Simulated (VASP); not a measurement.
# NaCl in VASP: a series of runs

The runs below take NaCl through single point, with PBEsol.

Program: VASP 6.6.1. These are calculated values, not measurements. Logs are shortened: lines on timing, memory, paths and dates and some standing lists are left out, and cuts for length are marked.

### 1 The cell of the first run

The structure is cubic, space group Fm-3m (No. 225). The conventional cell has a = 5.210 Å, b = 5.210 Å, c = 5.210 Å, α = 90.00°, β = 90.00°, γ = 90.00°. Within 3.4 Å of Na (site symmetry m-3m) lie 6 Cl at 2.61 Å. Within 3.4 Å of Cl (site symmetry m-3m) lie 6 Na at 2.61 Å.

### 2 Single point, PBEsol (strain -0.080 along x and y, -0.080 along z)

Contents of INCAR:

```
  ALGO = Normal
  EDIFF = 1E-6
  ENCUT = 520
  GGA = PS
  ISIF = 2
  ISMEAR = 0
  LASPH = T
  LCHARG = F
  LREAL = F
  LWAVE = F
  NBANDS = 14
  NELM = 100
  PREC = Accurate
  SIGMA = 0.05
```

Contents of KPOINTS:

```
k-points
0
Gamma
  8 8 8
```

Contents of POSCAR:

```
NaCl
1.0
    0.0000000000      2.6052100000      2.6052100000
    2.6052100000      0.0000000000      2.6052100000
    2.6052100000      2.6052100000      0.0000000000
Na Cl
1 1
Direct
    0.0000000000      0.0000000000      0.0000000000
    0.5000000000      0.5000000000      0.5000000000
```

Potentials or basis: VASP PAW PBE potentials, release 64 (Na_pv, Cl).

Launch:

```bash
cat potpaw_PBE.64/Na_pv/POTCAR potpaw_PBE.64/Cl/POTCAR > POTCAR
mpirun -np 1 vasp_std > vasp.out
```

OUTCAR:

```text
EDIFF = 1E-6
   ENCUT = 520
   GGA = PS
   ISIF = 2
   ISMEAR = 0
   LASPH = T
   LREAL = F
   NELM = 100
   PREC = Accurate

 ion  position               nearest neighbor table
   1  0.000  0.000  0.000-   2 2.61   2 2.61   2 2.61   2 2.61   2 2.61   2 2.61
   2  0.500  0.500  0.500-   1 2.61   1 2.61   1 2.61   1 2.61   1 2.61   1 2.61

  LATTYP: Found a face centered cubic cell.
 ALAT       =     5.2104200000

  Lattice vectors:

 A1 = (   0.0000000000,   2.6052100000,   2.6052100000)
 A2 = (   2.6052100000,   0.0000000000,   2.6052100000)
 A3 = (   2.6052100000,   2.6052100000,   0.0000000000)

Analysis of symmetry for initial positions (statically):
=====================================================================
 Subroutine PRICEL returns:
 Original cell was already a primitive cell.

 Routine SETGRP: Setting up the symmetry group for a
 face centered cubic supercell.

 Subroutine GETGRP returns: Found 48 space group operations
 (whereof 48 operations were pure point group operations)
 out of a pool of 48 trial point group operations.

The static configuration has the point symmetry O_h .

Analysis of symmetry for dynamics (positions and initial velocities):
=====================================================================
 Subroutine PRICEL returns:
 Original cell was already a primitive cell.

 Routine SETGRP: Setting up the symmetry group for a
 face centered cubic supercell.

 Subroutine GETGRP returns: Found 48 space group operations
 (whereof 48 operations were pure point group operations)
 out of a pool of 48 trial point group operations.

The dynamic configuration has the point symmetry O_h .

 Subroutine INISYM returns: Found 48 space group operations
 (whereof 48 operations are pure point group operations),
 and found     1 'primitive' translations

----------------------------------------------------------------------------------------

                                     Primitive cell

  volume of cell :      35.3637

  direct lattice vectors                    reciprocal lattice vectors
     0.000000000  2.605210000  2.605210000    -0.191923108  0.191923108  0.191923108
     2.605210000  0.000000000  2.605210000     0.191923108 -0.191923108  0.191923108
     2.605210000  2.605210000  0.000000000     0.191923108  0.191923108 -0.191923108

  length of vectors
     3.684323315  3.684323315  3.684323315     0.332420574  0.332420574  0.332420574

  position of ions in fractional coordinates (direct lattice)
     0.000000000  0.000000000  0.000000000
     0.500000000  0.500000000  0.500000000

  ion indices of the primitive-cell ions
   primitive index   ion index
                 1           1
                 2           2

----------------------------------------------------------------------------------------

 KPOINTS: k-points

Automatic generation of k-mesh.
 Grid dimensions read from file:
 generate k-points for:    8    8    8

 Generating k-lattice:

  Cartesian coordinates                     Fractional coordinates (reciprocal lattice)
    -0.023990388  0.023990388  0.023990388     0.125000000  0.000000000  0.000000000
     0.023990388 -0.023990388  0.023990388     0.000000000  0.125000000  0.000000000
     0.023990388  0.023990388 -0.023990388     0.000000000  0.000000000  0.125000000

  Length of vectors
     0.041552572  0.041552572  0.041552572

  Shift w.r.t. Gamma in fractional coordinates (k-lattice)
     0.000000000  0.000000000  0.000000000

 Subroutine IBZKPT returns following result:
 ===========================================

 Found     29 irreducible k-points:

 Following reciprocal coordinates:
            Coordinates               Weight
  0.000000  0.000000  0.000000      1.000000
  0.125000  0.000000  0.000000      8.000000
  0.250000  0.000000  0.000000      8.000000
  0.375000  0.000000  0.000000      8.000000
  0.500000  0.000000  0.000000      4.000000
  0.125000  0.125000  0.000000      6.000000
[... 16 lines left out ...]
  0.500000  0.250000  0.125000     48.000000
 -0.375000  0.250000  0.125000     24.000000
 [... further k-points ...]
   k-points           NKPTS =     29   k-points in BZ     NKDIM =     29   number of bands    NBANDS=     14
   number of dos      NEDOS =    301   number of ions     NIONS =      2
   total plane-waves  NPLWV =  21952
   dimension x,y,z NGX =    28 NGY =   28 NGZ =   28
   dimension x,y,z NGXF=    56 NGYF=   56 NGZF=   56
   ions per type =               1   1
   NGX,Y,Z   is equivalent  to a cutoff of  12.63, 12.63, 12.63 a.u.
   NGXF,Y,Z  is equivalent  to a cutoff of  25.27, 25.27, 25.27 a.u.
 SYSTEM =  unknown system
   PREC   = accura    normal or accurate (medium, high low for compatibility)
   ISTART =      0    job   : 0-new  1-cont  2-samecut
   ICHARG =      2    charge: 1-file 2-atom 10-const
   ISPIN  =      1    spin polarized calculation?
   LNONCOLLINEAR =      F non collinear calculations
   LSORBIT =      F    spin-orbit coupling
   LASPH  =      T    aspherical Exc in radial PAW
   ENCUT  =  520.0 eV  38.22 Ry    6.18 a.u.   6.85  6.85  6.85*2*pi/ulx,y,z
   NELM   =    100;   NELMIN=  2; NELMDL= -5     # of ELM steps
   EDIFF  = 0.1E-05   stopping-criterion for ELM
   LREAL  =      F    real-space projection
   EDIFFG = 0.1E-04   stopping-criterion for IOM
   NSW    =      0    number of steps for IOM
   IBRION =     -1    ionic relax: 0-MD 1-quasi-New 2-CG
   NFREE  =      0    steps in history (QN), initial steepest desc. (CG)
   ISIF   =      2    stress and relaxation
   ISYM   =      2    0-nonsym 1-usesym 2-fastsym
   POTIM  = 0.5000    time-step for ionic-motion
   TEBEG  =    0.0;   TEEND  =   0.0 temperature during run
   PSTRESS=    0.0 pullay stress
   NELECT =      14.0000    total number of electrons
   NUPDOWN=      -1.0000    fix difference up-down
   EMIN   =  10.00;   EMAX   =-10.00  energy-range for DOS
   EFERMI =   0.00;   METHOD = LEGACY
   ISMEAR =     0;   SIGMA  =   0.05  broadening in eV -4-tet -1-fermi 0-gaus
   EFERMI_NEDOS =   21; number of points for ismear=-14 and -15
   IALGO  =     38    algorithm
   IMIX   =      4    mixing-type and parameters
     AMIX     =   0.40;   BMIX     =  1.00
     AMIX_MAG =   1.60;   BMIX_MAG =  1.00
  volume/ion in A,a.u.               =      17.68       119.32
  Fermi-wavevector in a.u.,A,eV,Ry     =   1.202075  2.271592 19.660194  1.444983
  Thomas-Fermi vector in A             =   2.337866
   LORBIT       =      0    0 simple, 1 ext, 2 COOP (PROOUT), +10 PAW based schemes
   GGA     = PS    functional components
   LHFCALC =     F    Hartree Fock is set to
   AEXX    =    0.0000 exact exchange contribution
   IVDW    =     0    specifies the selected vdW correction
   LEPSILON=     F    determine dielectric tensor
   LRPA    =     F    only Hartree local field effects (RPA)
 non-spin polarized calculation
 Gauss-broadening in eV      SIGMA  =   0.05
  energy-cutoff  :      520.00
  volume of cell :       35.36
 maximum number of plane-waves:       961
   NGX = 13   NGY = 13   NGZ = 13

 number of electron      14.0000008 magnetization

 Free energy of the ion-electron system (eV)
  ---------------------------------------------------
  ext. energy  EPLUGINS =         0.00000000
  ---------------------------------------------------
  free energy    TOTEN  =        -6.78769704 eV

  energy without entropy =       -6.78769704  energy(sigma->0) =       -6.78769704

 E-fermi :   1.1462     XC(G=0):  -9.4256

 val. band max:        0.8399706572   @ k =   0.0000   0.0000   0.0000
 cond. band min:       6.8176111040   @ k =   0.0000   0.0000   0.0000
 fundamental gap:      5.9776404468
 Fermi energy:         1.1462156100

 k-point     1 :       0.0000    0.0000    0.0000
  band No.  band energies     occupation
      1     -19.5005      2.00000
      2     -19.5005      2.00000
      3     -19.5005      2.00000
      4     -12.4949      2.00000
      5       0.8400      2.00000
      6       0.8400      2.00000
      7       0.8400      2.00000
      8       6.8176      0.00000
      9      11.9665      0.00000
     10      11.9665      0.00000
     11      11.9665      0.00000
     12      14.5385      0.00000
     13      14.5385      0.00000
     14      16.2899      0.00000

 k-point     2 :       0.1250    0.0000    0.0000
  band No.  band energies     occupation
      1     -19.5146      2.00000
      2     -19.5012      2.00000
      3     -19.5012      2.00000
      4     -12.4012      2.00000
      5       0.2977      2.00000
      6       0.7702      2.00000
      7       0.7702      2.00000
      8       7.4155      0.00000
      9      11.4370      0.00000
     10      12.2282      0.00000
     11      12.2282      0.00000
     12      14.3554      0.00000
     13      14.3554      0.00000
     14      17.5035      0.00000

 k-point     3 :       0.2500    0.0000    0.0000
  band No.  band energies     occupation
      1     -19.5480      2.00000
      2     -19.5031      2.00000
      3     -19.5030      2.00000
      4     -12.1648      2.00000
      5      -0.7655      2.00000
      6       0.6095      2.00000
      7       0.6095      2.00000
      8       8.2770      0.00000
      9      11.3040      0.00000
     10      12.5067      0.00000
     11      12.5067      0.00000
     12      14.6625      0.00000
     13      14.6625      0.00000
     14      18.1735      0.00000

 k-point     4 :       0.3750    0.0000    0.0000
  band No.  band energies     occupation
      1     -19.5804      2.00000
      2     -19.5049      2.00000
      3     -19.5049      2.00000
      4     -11.9114      2.00000
      5      -1.6537      2.00000
      6       0.4584      2.00000
      7       0.4584      2.00000
      8       8.3486      0.00000
      9      12.3257      0.00000
     10      12.3257      0.00000
     11      12.5034      0.00000
     12      16.2462      0.00000
     13      16.2462      0.00000
     14      17.5574      0.00000

 k-point     5 :       0.5000    0.0000    0.0000
  band No.  band energies     occupation
      1     -19.5935      2.00000
      2     -19.5056      2.00000
      3     -19.5056      2.00000
      4     -11.8005      2.00000
      5      -1.9932      2.00000
      6       0.3982      2.00000
      7       0.3982      2.00000
      8       8.2673      0.00000
      9      12.2084      0.00000
     10      12.2084      0.00000
     11      13.3719      0.00000
[... 276 lines left out ...]
 k-point    22 :       0.3750    0.2500    0.1250
  band No.  band energies     occupation
      1     -19.5521      2.00000
      2     -19.5158      2.00000
      3     -19.5065      2.00000
      4     -12.0174      2.00000
      5      -0.9890      2.00000
      6       0.1193      2.00000
      7       0.4310      2.00000
      8       9.4281      0.00000
      9      10.0863      0.00000
     10      11.9599      0.00000
     11      13.7994      0.00000
     12      13.9094      0.00000
     13      16.4818      0.00000
     14      20.7773      0.00000

 k-point    23 :       0.5000    0.2500    0.1250
  band No.  band energies     occupation
      1     -19.5672      2.00000
      2     -19.5219      2.00000
      3     -19.5098      2.00000
      4     -11.8334      2.00000
      5      -1.4265      2.00000
      6      -0.2196      2.00000
      7       0.2646      2.00000
      8       9.5915      0.00000
      9      11.0506      0.00000
     10      11.3650      0.00000
     11      13.5094      0.00000
     12      15.4576      0.00000
     13      18.4847      0.00000
     14      18.7440      0.00000

 k-point    24 :      -0.3750    0.2500    0.1250
  band No.  band energies     occupation
      1     -19.5736      2.00000
      2     -19.5231      2.00000
      3     -19.5121      2.00000
      4     -11.7543      2.00000
      5      -1.6076      2.00000
      6      -0.3402      2.00000
      7       0.1862      2.00000
      8       9.5361      0.00000
      9      10.9957      0.00000
     10      12.1478      0.00000
     11      13.2915      0.00000
     12      16.2747      0.00000
     13      18.0120      0.00000
     14      18.9366      0.00000

 [... further k-points ...]

------------------------ aborting loop because EDIFF is reached ----------------------------------------

  FORCE on cell =-STRESS in cart. coord.  units (eV):
  Direction    XX          YY          ZZ          XY          YZ          ZX
  --------------------------------------------------------------------------------------
  -------------------------------------------------------------------------------------
  Total        2.0990621      2.0990621      2.0990621      0.0000000      0.0000000     -0.0000000
  in kB       95.0993762     95.0993762     95.0993762      0.0000000      0.0000000     -0.0000000
  external PRESSURE =      95.0993762 kB  Pullay stress =       0.0000000 kB

 VOLUME and BASIS-vectors are now :
 -----------------------------------------------------------------------------
  energy-cutoff  :      520.00
  volume of cell :       35.36
      direct lattice vectors                 reciprocal lattice vectors
     0.000000000  2.605210000  2.605210000    -0.191923108  0.191923108  0.191923108
     2.605210000  0.000000000  2.605210000     0.191923108 -0.191923108  0.191923108
     2.605210000  2.605210000  0.000000000     0.191923108  0.191923108 -0.191923108

 POSITION                                       TOTAL-FORCE (eV/Angst)
 -----------------------------------------------------------------------------------
      0.00000      0.00000      0.00000         0.000000     -0.000000     -0.000000
      2.60521      2.60521      2.60521         0.000000      0.000000      0.000000
 -----------------------------------------------------------------------------------
    total drift:                                0.000000      0.000000      0.000000

  FREE ENERGIE OF THE ION-ELECTRON SYSTEM (eV)
  ---------------------------------------------------
  free  energy   TOTEN  =        -6.7876970383 eV

  energy  without entropy=       -6.7876970383  energy(sigma->0) =       -6.78769704
```

Wall time 17 s (1 thread of Intel Xeon 8259CL, shared host); peak memory 0.15 GiB.

What came out:

```
Free energy            : -6.7877 eV
Pressure               : 9.5 GPa
Band gap on the k mesh : 5.98 eV
```

Caveat: the cell differs from its parent crystal (strain -0.080 along x and y, -0.080 along z); the cell stands under pressure; the PAW data sets were made with another functional, which shifts forces and pressure a little.

### 3 Single point, PBEsol (strain +0.040 along x and y, +0.080 along z)

Contents of INCAR:

```
SYSTEM = NaCl
ALGO = Normal
EDIFF = 1E-6
ENCUT = 520
GGA = PS
ISIF = 2
ISMEAR = 0
LASPH = .TRUE.
LCHARG = .FALSE.
LREAL = .FALSE.
LWAVE = .FALSE.
NBANDS = 14
NELM = 60
PREC = Accurate
SIGMA = 0.05
```

Contents of KPOINTS:

```
k-points
0
G
  8 8 8
  0 0 0
```

Contents of POSCAR:

```
NaCl
1.0
    0.0000000000      2.9450200000      3.0582900000
    2.9450200000      0.0000000000      3.0582900000
    2.9450200000      2.9450200000      0.0000000000
Na Cl
1 1
Direct
    0.0000000000      0.0000000000      0.0000000000
    0.5000000000      0.5000000000      0.5000000000
```

Potentials or basis: VASP PAW PBE potentials, release 64 (Na_pv, Cl).

Launch:

```bash
cat potpaw_PBE.64/Na_pv/POTCAR potpaw_PBE.64/Cl/POTCAR > POTCAR
mpirun -np 1 vasp_std > vasp.out
```

Wall time 41 s (1 thread of Intel Xeon 8259CL, shared host); peak memory 0.19 GiB.

The run converged. Its results:

| Quantity | Value |
| --- | --- |
| Free energy | -6.8930 eV |
| Pressure | -3.1 GPa |
| Band gap on the k mesh | 4.38 eV |

Stress tensor (GPa, compression positive):
```
-2.98  0.00  0.00
 0.00 -2.98  0.00
 0.00  0.00 -3.33
```

Levels at points of the mesh, in eV from the valence-band top:
| k point | band 4 | band 5 | band 6 | band 7 | band 8 | band 9 | band 10 | band 11 |
| --- | --- | --- | --- | --- | --- | --- | --- | --- |
| (0.00, 0.00, 0.00) | -12.34 | -0.03 | -0.03 | 0.00 | 4.38 | 10.61 | 10.86 | 10.86 |
| (0.50, 0.00, 0.00) | -12.13 | -1.53 | -0.23 | -0.20 | 6.76 | 9.23 | 10.26 | 10.59 |
| (0.50, 0.50, 0.00) | -12.11 | -1.32 | -0.45 | -0.45 | 6.94 | 8.05 | 9.79 | 13.37 |
| (0.50, 0.00, 0.50) | -12.09 | -1.32 | -0.56 | -0.45 | 6.96 | 7.92 | 10.13 | 12.92 |

Caveat: the cell differs from its parent crystal (strain +0.040 along x and y, +0.080 along z); the cell stands under tension; the PAW data sets were made with another functional, which shifts forces and pressure a little. A k mesh can miss the band edges.
